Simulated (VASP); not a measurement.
# MgO (zincblende type) (F-43m) in VASP: further runs

MgO (zincblende type) is run at these levels: r2SCAN; tasks: single point.

All numbers are computed with VASP 6.6.1; they aren't measurements. Logs are shortened: lines on timing, memory, paths and dates and some standing lists are left out, and cuts for length are marked.

## (1) The cell of the first run

The structure is cubic, space group F-43m (No. 216). The conventional cell has a = 3.740 Å, b = 3.740 Å, c = 3.740 Å, α = 90.00°, β = 90.00°, γ = 90.00°. Mg (site symmetry -43m) has 4 O at 1.62 Å within 2.2 Å. Within 2.2 Å of O (site symmetry -43m) lie 4 Mg at 1.62 Å.

## (2) Single point, r2SCAN (volume scaled by 0.55)

File POSCAR:

```
MgO
1.0
    0.0000000000      1.8699114102      1.8699114102
    1.8699114102      0.0000000000      1.8699114102
    1.8699114102      1.8699114102      0.0000000000
Mg O
1 1
Direct
    0.0000000000      0.0000000000      0.0000000000
    0.2500000000      0.2500000000      0.2500000000
```

File INCAR.step1:

```
ALGO = Normal
EDIFF = 1E-4
ENCUT = 520
GGA = PE
ISMEAR = -1
LASPH = True
LCHARG = False
LREAL = False
LWAVE = True
NBANDS = 11
NELM = 60
PREC = Accurate
SIGMA = 0.1
```

File INCAR.step2:

```
ALGO = Normal
EDIFF = 1E-6
ENCUT = 520
ISIF = 2
ISMEAR = -1
ISTART = 1
LASPH = True
LCHARG = False
LMIXTAU = True
LREAL = False
LWAVE = False
METAGGA = R2SCAN
NBANDS = 11
NELM = 60
PREC = Accurate
SIGMA = 0.1
```

File KPOINTS:

```
k-points
0
Gamma
  16 16 16
```

Potentials or basis: VASP PAW PBE potentials, release 64 (Mg, O).

Started as:

```
> cat potpaw_PBE.64/Mg/POTCAR potpaw_PBE.64/O/POTCAR > POTCAR
> cp INCAR.step1 INCAR
> mpirun -np 1 vasp_std > vasp.out
> cp INCAR.step2 INCAR
> mpirun -np 1 vasp_std > vasp.out
```

OUTCAR:

```text
EDIFF = 1E-6
   ENCUT = 520
   ISIF = 2
   ISMEAR = -1
   ISTART = 1
   LASPH = True
   LREAL = False
   METAGGA = R2SCAN
   NELM = 60
   PREC = Accurate

 ion  position               nearest neighbor table
   1  0.000  0.000  0.000-   2 1.62   2 1.62   2 1.62   2 1.62
   2  0.250  0.250  0.250-   1 1.62   1 1.62   1 1.62   1 1.62

  LATTYP: Found a face centered cubic cell.
 ALAT       =     3.7398228204

  Lattice vectors:

 A1 = (   0.0000000000,   1.8699114102,   1.8699114102)
 A2 = (   1.8699114102,   0.0000000000,   1.8699114102)
 A3 = (   1.8699114102,   1.8699114102,   0.0000000000)

Analysis of symmetry for initial positions (statically):
=====================================================================
 Subroutine PRICEL returns:
 Original cell was already a primitive cell.

 Routine SETGRP: Setting up the symmetry group for a
 face centered cubic supercell.

 Subroutine GETGRP returns: Found 24 space group operations
 (whereof 24 operations were pure point group operations)
 out of a pool of 48 trial point group operations.

The static configuration has the point symmetry T_d .

Analysis of symmetry for dynamics (positions and initial velocities):
=====================================================================
 Subroutine PRICEL returns:
 Original cell was already a primitive cell.

 Routine SETGRP: Setting up the symmetry group for a
 face centered cubic supercell.

 Subroutine GETGRP returns: Found 24 space group operations
 (whereof 24 operations were pure point group operations)
 out of a pool of 48 trial point group operations.

The dynamic configuration has the point symmetry T_d .

 Subroutine INISYM returns: Found 24 space group operations
 (whereof 24 operations are pure point group operations),
 and found     1 'primitive' translations

----------------------------------------------------------------------------------------

                                     Primitive cell

  volume of cell :      13.0765

  direct lattice vectors                    reciprocal lattice vectors
     0.000000000  1.869911410  1.869911410    -0.267392347  0.267392347  0.267392347
     1.869911410  0.000000000  1.869911410     0.267392347 -0.267392347  0.267392347
     1.869911410  1.869911410  0.000000000     0.267392347  0.267392347 -0.267392347

  length of vectors
     2.644454077  2.644454077  2.644454077     0.463137130  0.463137130  0.463137130

  position of ions in fractional coordinates (direct lattice)
     0.000000000  0.000000000  0.000000000
     0.250000000  0.250000000  0.250000000

  ion indices of the primitive-cell ions
   primitive index   ion index
                 1           1
                 2           2

----------------------------------------------------------------------------------------

 KPOINTS: k-points

Automatic generation of k-mesh.
 Grid dimensions read from file:
 generate k-points for:   16   16   16

 Generating k-lattice:

  Cartesian coordinates                     Fractional coordinates (reciprocal lattice)
    -0.016712022  0.016712022  0.016712022     0.062500000  0.000000000  0.000000000
     0.016712022 -0.016712022  0.016712022     0.000000000  0.062500000  0.000000000
     0.016712022  0.016712022 -0.016712022     0.000000000  0.000000000  0.062500000

  Length of vectors
     0.028946071  0.028946071  0.028946071

  Shift w.r.t. Gamma in fractional coordinates (k-lattice)
     0.000000000  0.000000000  0.000000000

 Subroutine IBZKPT returns following result:
 ===========================================

 Found    145 irreducible k-points:

 Following reciprocal coordinates:
            Coordinates               Weight
  0.000000  0.000000  0.000000      1.000000
  0.062500  0.000000  0.000000      8.000000
  0.125000  0.000000  0.000000      8.000000
  0.187500  0.000000  0.000000      8.000000
  0.250000  0.000000  0.000000      8.000000
  0.312500  0.000000  0.000000      8.000000
[... 16 lines left out ...]
 -0.125000  0.062500  0.000000     24.000000
 -0.062500  0.062500  0.000000     12.000000
 [... further k-points ...]
   k-points           NKPTS =    145   k-points in BZ     NKDIM =    145   number of bands    NBANDS=     11
   number of dos      NEDOS =    301   number of ions     NIONS =      2
   total plane-waves  NPLWV =   8000
   dimension x,y,z NGX =    20 NGY =   20 NGZ =   20
   dimension x,y,z NGXF=    40 NGYF=   40 NGZF=   40
   ions per type =               1   1
   NGX,Y,Z   is equivalent  to a cutoff of  12.57, 12.57, 12.57 a.u.
   NGXF,Y,Z  is equivalent  to a cutoff of  25.15, 25.15, 25.15 a.u.
 SYSTEM =  unknown system
   PREC   = accura    normal or accurate (medium, high low for compatibility)
   ISTART =      1    job   : 0-new  1-cont  2-samecut
   ICHARG =      0    charge: 1-file 2-atom 10-const
   ISPIN  =      1    spin polarized calculation?
   LNONCOLLINEAR =      F non collinear calculations
   LSORBIT =      F    spin-orbit coupling
   LASPH  =      T    aspherical Exc in radial PAW
   ENCUT  =  520.0 eV  38.22 Ry    6.18 a.u.   4.92  4.92  4.92*2*pi/ulx,y,z
   NELM   =     60;   NELMIN=  2; NELMDL=  0     # of ELM steps
   EDIFF  = 0.1E-05   stopping-criterion for ELM
   LREAL  =      F    real-space projection
   EDIFFG = 0.1E-04   stopping-criterion for IOM
   NSW    =      0    number of steps for IOM
   IBRION =     -1    ionic relax: 0-MD 1-quasi-New 2-CG
   NFREE  =      0    steps in history (QN), initial steepest desc. (CG)
   ISIF   =      2    stress and relaxation
   ISYM   =      2    0-nonsym 1-usesym 2-fastsym
   POTIM  = 0.5000    time-step for ionic-motion
   TEBEG  =    0.0;   TEEND  =   0.0 temperature during run
   PSTRESS=    0.0 pullay stress
   NELECT =       8.0000    total number of electrons
   NUPDOWN=      -1.0000    fix difference up-down
   EMIN   =  10.00;   EMAX   =-10.00  energy-range for DOS
   EFERMI =   0.00;   METHOD = LEGACY
   ISMEAR =    -1;   SIGMA  =   0.10  broadening in eV -4-tet -1-fermi 0-gaus
   EFERMI_NEDOS =   21; number of points for ismear=-14 and -15
   IALGO  =     38    algorithm
   IMIX   =      4    mixing-type and parameters
     AMIX     =   0.40;   BMIX     =  1.00
     AMIX_MAG =   1.60;   BMIX_MAG =  1.00
  volume/ion in A,a.u.               =       6.54        44.12
  Fermi-wavevector in a.u.,A,eV,Ry     =   1.389762  2.626270 26.278819  1.931439
  Thomas-Fermi vector in A             =   2.513762
   LORBIT       =      0    0 simple, 1 ext, 2 COOP (PROOUT), +10 PAW based schemes
   METAGGA = R2SCAN    functional components
   LHFCALC =     F    Hartree Fock is set to
   AEXX    =    0.0000 exact exchange contribution
   IVDW    =     0    specifies the selected vdW correction
   LEPSILON=     F    determine dielectric tensor
   LRPA    =     F    only Hartree local field effects (RPA)
 non-spin polarized calculation
  energy-cutoff  :      520.00
  volume of cell :       13.08
 maximum number of plane-waves:       363
   NGX =  9   NGY =  9   NGZ =  9

 number of electron       8.0000003 magnetization

 Free energy of the ion-electron system (eV)
  ---------------------------------------------------
  ext. energy  EPLUGINS =         0.00000000
  ---------------------------------------------------
  free energy    TOTEN  =       -10.67823400 eV

  energy without entropy =      -10.67823400  energy(sigma->0) =      -10.67823400

 E-fermi :   6.9791     XC(G=0): -13.2776

 val. band max:        4.6657815825   @ k =  -0.1250   0.1250   0.0000
 cond. band min:      12.9868922381   @ k =   0.5000   0.5000   0.0000
 fundamental gap:      8.3211106556
 Fermi energy:         6.9791264755

 k-point     1 :       0.0000    0.0000    0.0000
  band No.  band energies     occupation
      1     -14.5075      2.00000
      2       4.6064      2.00000
      3       4.6064      2.00000
      4       4.6064      2.00000
      5      13.6808      0.00000
      6      30.1024      0.00000
      7      30.1024      0.00000
      8      30.1024      0.00000
      9      32.3816      0.00000
     10      32.3817      0.00000
     11      34.9237      0.00000

 k-point     2 :       0.0625    0.0000    0.0000
  band No.  band energies     occupation
      1     -14.4415      2.00000
      2       4.3551      2.00000
      3       4.6038      2.00000
      4       4.6039      2.00000
      5      13.9405      0.00000
      6      29.4781      0.00000
      7      29.7823      0.00000
      8      29.7823      0.00000
      9      32.1099      0.00000
     10      32.1099      0.00000
     11      34.5613      0.00000

 k-point     3 :       0.1250    0.0000    0.0000
  band No.  band energies     occupation
      1     -14.2501      2.00000
      2       3.6980      2.00000
      3       4.5962      2.00000
      4       4.5963      2.00000
      5      14.6155      0.00000
      6      28.0890      0.00000
      7      28.8924      0.00000
      8      28.8925      0.00000
      9      32.1761      0.00000
     10      32.1762      0.00000
     11      34.2257      0.00000

 k-point     4 :       0.1875    0.0000    0.0000
  band No.  band energies     occupation
      1     -13.9529      2.00000
      2       2.8265      2.00000
      3       4.5837      2.00000
      4       4.5837      2.00000
      5      15.4989      0.00000
      6      26.5171      0.00000
      7      27.8561      0.00000
      8      27.8561      0.00000
      9      32.7349      0.00000
     10      32.7349      0.00000
     11      34.1242      0.00000

 k-point     5 :       0.2500    0.0000    0.0000
  band No.  band energies     occupation
      1     -13.5835      2.00000
      2       1.9052      2.00000
      3       4.5673      2.00000
      4       4.5674      2.00000
      5      16.4222      0.00000
      6      24.9895      0.00000
      7      26.9348      0.00000
      8      26.9349      0.00000
      9      33.6264      0.00000
     10      33.6264      0.00000
     11      34.3006      0.00000
[... 211 lines left out ...]
 k-point    21 :      -0.2500    0.0625    0.0000
  band No.  band energies     occupation
      1     -13.4072      2.00000
      2       1.6104      2.00000
      3       4.3734      2.00000
      4       4.6226      2.00000
      5      16.7944      0.00000
      6      24.0403      0.00000
      7      26.2432      0.00000
      8      27.4069      0.00000
      9      33.4202      0.00000
     10      34.4239      0.00000
     11      35.1924      0.00000

 k-point    22 :      -0.1875    0.0625    0.0000
  band No.  band energies     occupation
      1     -13.7856      2.00000
      2       2.4782      2.00000
      3       4.4133      2.00000
      4       4.6398      2.00000
      5      15.9252      0.00000
      6      25.4228      0.00000
      7      26.9795      0.00000
      8      28.3160      0.00000
      9      32.5543      0.00000
     10      33.6693      0.00000
     11      34.6589      0.00000

 k-point    23 :      -0.1250    0.0625    0.0000
  band No.  band energies     occupation
      1     -14.1072      2.00000
      2       3.3281      2.00000
      3       4.4657      2.00000
      4       4.6416      2.00000
      5      15.0575      0.00000
      6      26.8912      0.00000
      7      27.9098      0.00000
      8      29.2741      0.00000
      9      31.9959      0.00000
     10      32.8804      0.00000
     11      34.7290      0.00000

 k-point    24 :      -0.0625    0.0625    0.0000
  band No.  band energies     occupation
      1     -14.3338      2.00000
      2       4.0103      2.00000
      3       4.5328      2.00000
      4       4.6286      2.00000
      5      14.3323      0.00000
      6      28.3550      0.00000
      7      28.9357      0.00000
      8      29.9346      0.00000
      9      31.8110      0.00000
     10      32.3777      0.00000
     11      34.9789      0.00000

 [... further k-points ...]

------------------------ aborting loop because EDIFF is reached ----------------------------------------

  FORCE on cell =-STRESS in cart. coord.  units (eV):
  Direction    XX          YY          ZZ          XY          YZ          ZX
  --------------------------------------------------------------------------------------
  -------------------------------------------------------------------------------------
  Total       21.1972098     21.1972098     21.1972098      0.0000000      0.0000000      0.0000000
  in kB     2597.1449555   2597.1449555   2597.1449555      0.0000000      0.0000000      0.0000000
  external PRESSURE =    2597.1449555 kB  Pullay stress =       0.0000000 kB

 VOLUME and BASIS-vectors are now :
 -----------------------------------------------------------------------------
  energy-cutoff  :      520.00
  volume of cell :       13.08
      direct lattice vectors                 reciprocal lattice vectors
     0.000000000  1.869911410  1.869911410    -0.267392347  0.267392347  0.267392347
     1.869911410  0.000000000  1.869911410     0.267392347 -0.267392347  0.267392347
     1.869911410  1.869911410  0.000000000     0.267392347  0.267392347 -0.267392347

 POSITION                                       TOTAL-FORCE (eV/Angst)
 -----------------------------------------------------------------------------------
      0.00000      0.00000      0.00000         0.000000      0.000000      0.000000
      0.93496      0.93496      0.93496        -0.000000     -0.000000     -0.000000
 -----------------------------------------------------------------------------------
    total drift:                               -0.000007     -0.000007     -0.000007

  FREE ENERGIE OF THE ION-ELECTRON SYSTEM (eV)
  ---------------------------------------------------
  free  energy   TOTEN  =       -10.6782339974 eV

  energy  without entropy=      -10.6782339973  energy(sigma->0) =      -10.67823400
```

Run time: 34 s. Hardware: 1 thread of Intel Xeon 6975P-C (Granite Rapids), shared host; peak memory 0.14 GiB.

What came out:

| Property | Result |
| --- | --- |
| Free energy | -10.6782 eV |
| Pressure | 259.7 GPa |
| Band gap on the k mesh | 8.32 eV, indirect (least direct gap 9.07 eV) |

Levels at points of the mesh, in eV from the valence-band top:
```
           k point  band 1  band 2  band 3  band 4  band 5  band 6  band 7  band 8  band 9
(0.00, 0.00, 0.00)  -19.17   -0.06   -0.06   -0.06    9.02   25.44   25.44   25.44   27.72
(0.50, 0.00, 0.00)  -17.16   -4.92   -0.15   -0.15   14.63   16.06   20.60   20.60   31.69
(0.50, 0.50, 0.00)  -16.54   -4.31   -0.83   -0.83    8.32   16.43   26.55   26.55   26.70
```

Caveat: the PAW data sets were made with another functional, which shifts forces and pressure a little. A k mesh can miss the band edges.

## (3) Single point, r2SCAN (volume scaled by 0.55)

POSCAR is that of step 2.

File INCAR.step1:

```
SYSTEM = MgO
PREC = Accurate ; ENCUT = 520
ISMEAR = -1 ; SIGMA = 0.1
LREAL = .False. ; LASPH = .True.
NELM = 60 ; NBANDS = 11
GGA = PE ; ALGO = Normal
EDIFF = 1E-4 ; LWAVE = .True.
LCHARG = .False.
```

File INCAR.step2:

```
SYSTEM = MgO
PREC = Accurate ; ENCUT = 520
EDIFF = 1E-6 ; ISMEAR = -1
SIGMA = 0.1 ; LREAL = .False.
LASPH = .True. ; NELM = 60
ALGO = Normal ; ISIF = 2
LWAVE = .False. ; LCHARG = .False.
METAGGA = R2SCAN ; LMIXTAU = .True.
NBANDS = 11 ; ISTART = 1
```

File KPOINTS:

```
regular mesh
0
Gamma
  16 16 16
  0 0 0
```

Potentials or basis: VASP PAW PBE potentials, release 64 (Mg, O).

Started as:

```
> cat potpaw_PBE.64/Mg/POTCAR potpaw_PBE.64/O/POTCAR > POTCAR
> cp INCAR.step1 INCAR
> mpirun -np 1 vasp_std > vasp.out
> cp INCAR.step2 INCAR
> mpirun -np 1 vasp_std > vasp.out
```

Run time: 34 s. Hardware: 1 thread of Intel Xeon 6975P-C (Granite Rapids), shared host; peak memory 0.14 GiB.

It converged, with:

* Free energy: -10.6782 eV
* Pressure: 259.7 GPa
* Band gap on the k mesh: 8.32 eV, indirect (least direct gap 9.07 eV)

Levels at points of the mesh, in eV from the valence-band top:
| k point | band 1 | band 2 | band 3 | band 4 | band 5 | band 6 | band 7 | band 8 | band 9 |
| --- | --- | --- | --- | --- | --- | --- | --- | --- | --- |
| (0.00, 0.00, 0.00) | -19.17 | -0.06 | -0.06 | -0.06 | 9.02 | 25.44 | 25.44 | 25.44 | 27.72 |
| (0.50, 0.00, 0.00) | -17.16 | -4.92 | -0.15 | -0.15 | 14.63 | 16.06 | 20.60 | 20.60 | 31.69 |
| (0.50, 0.50, 0.00) | -16.54 | -4.31 | -0.83 | -0.83 | 8.32 | 16.43 | 26.55 | 26.55 | 26.70 |

Caveat: the PAW data sets were made with another functional, which shifts forces and pressure a little.

[end of part 1 of 2]
